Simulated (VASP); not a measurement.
HPbNO4:

```xyz
7
Lattice="4.1992 0.1112 0.1682 1.9160 3.8913 0.1257 1.7609 1.2526 6.3727" Properties=species:S:1:pos:R:3 pbc="T T T"
H     6.1559    3.5396    4.2374
Pb    3.9410    4.7367    5.7714
N     2.1622    1.5295    2.0021
O     6.1170    3.6060    5.2180
O     2.2525    1.0554    0.8130
O     2.1821    0.7481    2.9790
O     2.0545    2.7723    2.1460
```

```yaml
Program: VASP 6.6.1
Task: relaxation of cell and atoms
Functional: PBE
Dispersion: D4
Potentials_or_basis: VASP PAW PBE potentials, release 64 (H, Pb_d, N, O)
Cutoff: 600 eV
k_mesh: 5 × 5 × 3
Occupations: fermi-dirac, width 0.05 eV
Spin: no spin polarisation
```

At the start: pressure -0.8 GPa; volume 14.48 Å³/atom.

Problem. How do energy, volume and symmetry change on relaxing?

Solution. Over 47 steps the energy falls by 3.9 meV/atom and the volume is 13.90 Å³/atom (-4.1 %); space group P1 (No. 1, to 0.1 Å) before and after.

Step by step:
```tsv
step	energy change (eV)	largest force (eV/Å)	pressure (GPa)	volume (Å³)
1	0.0000	0.4195	-0.81	101.39
3	-0.0073	0.2037	-1.64	100.87
5	-0.0193	0.1829	-0.14	98.40
7	-0.0203	0.1201	0.10	98.20
9	-0.0226	0.2859	-0.01	98.03
11	-0.0238	0.1622	-0.07	97.97
13	-0.0248	0.1176	-0.18	97.86
15	-0.0254	0.0540	-0.06	97.70
17	-0.0254	0.0662	0.00	97.63
19	-0.0257	0.0549	-0.10	97.55
21	-0.0263	0.0324	0.07	97.27
23	-0.0265	0.0414	0.17	97.09
25	-0.0267	0.0866	0.05	97.12
27	-0.0269	0.0277	0.05	97.19
29	-0.0270	0.0238	0.00	97.27
31	-0.0271	0.0350	-0.03	97.30
33	-0.0271	0.0231	-0.05	97.33
35	-0.0271	0.0261	-0.06	97.35
37	-0.0272	0.0237	-0.04	97.32
39	-0.0272	0.0235	0.01	97.23
41	-0.0272	0.0199	0.04	97.19
43	-0.0273	0.0131	0.06	97.18
45	-0.0273	0.0238	0.00	97.23
47	-0.0273	0.0061	-0.01	97.28
```

Final structure:
```
H Pb N O
1.0
     4.14632    0.10739    0.17063
     1.89188    3.79815    0.10140
     1.74471    1.18144    6.33689
H Pb N O
1 1 1 4
Direct
  0.89559 0.68043 0.62087
  0.13724 0.94121 0.88386
  0.25680 0.28598 0.30485
  0.83314 0.65107 0.77831
  0.39093 0.21595 0.11425
  0.31308 0.02859 0.46202
  0.07195 0.61258 0.32732
```

Caveat: the standard files for N, O and F lose accuracy on very short bonds.
